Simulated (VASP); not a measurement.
Here is a VASP 6.6.1 calculation.

File INCAR:

```
  PREC = Accurate
  ENCUT = 500
  EDIFF = 1E-7
  ISMEAR = 0
  SIGMA = 0.1
  LREAL = False
  LASPH = True
  NELM = 120
  ALGO = Normal
  ISIF = 3
  LWAVE = False
  LCHARG = False
  GGA = PE
  IBRION = 2
  NSW = 90
  EDIFFG = -0.04
  GGA_COMPAT = False
  NELMIN = 4
```

Contents of KPOINTS:

```
Automatic mesh
0
Gamma
  4 4 4
```

The input POSCAR:

```
RbTi6
1.0
    5.0014804800      0.0000000000      0.0000000000
    0.0000000000      5.0014804800      0.0000000000
    0.0000000000      0.0000000000      5.0014804800
Rb Ti
1 6
Direct
    0.0000000000      0.0000000000      0.0000000000
    0.5000000000      0.5000000000      0.2070000000
    0.5000000000      0.5000000000      0.7930000000
    0.2070000000      0.5000000000      0.5000000000
    0.7930000000      0.5000000000      0.5000000000
    0.5000000000      0.2070000000      0.5000000000
    0.5000000000      0.7930000000      0.5000000000
```

Potentials or basis: VASP PAW PBE potentials, release 64 (Rb_sv, Ti_sv).

Launch:

```bash
$ cat potpaw_PBE.64/Rb_sv/POTCAR potpaw_PBE.64/Ti_sv/POTCAR > POTCAR
$ mpirun -np 1 vasp_std > vasp.out
```

Question: What does it give for the band gap on the k mesh?

Answer: Zero (an odd number of electrons rules out a gap without spin polarisation).

Question: What does it give for the space group after relaxing (to 0.1 Å)?

Answer: Pm-3m (No. 221).

Question: Estimate the relaxed volume.

Answer: 39.38 Å³/atom.

Final structure:
```xyz
7
Lattice="6.5081 0.0000 0.0000 0.0000 6.5081 0.0000 0.0000 0.0000 6.5081" Properties=species:S:1:pos:R:3 pbc="T T T"
Rb    0.0000    0.0000    6.5081
Ti    3.2540    3.2540    1.4253
Ti    3.2540    3.2540    5.0828
Ti    1.4253    3.2540    3.2540
Ti    5.0828    3.2540    3.2540
Ti    3.2540    1.4253    3.2540
Ti    3.2540    5.0828    3.2540
```

Caveat: the volume moved by over 15 % at a fixed basis, so the end points are rough.
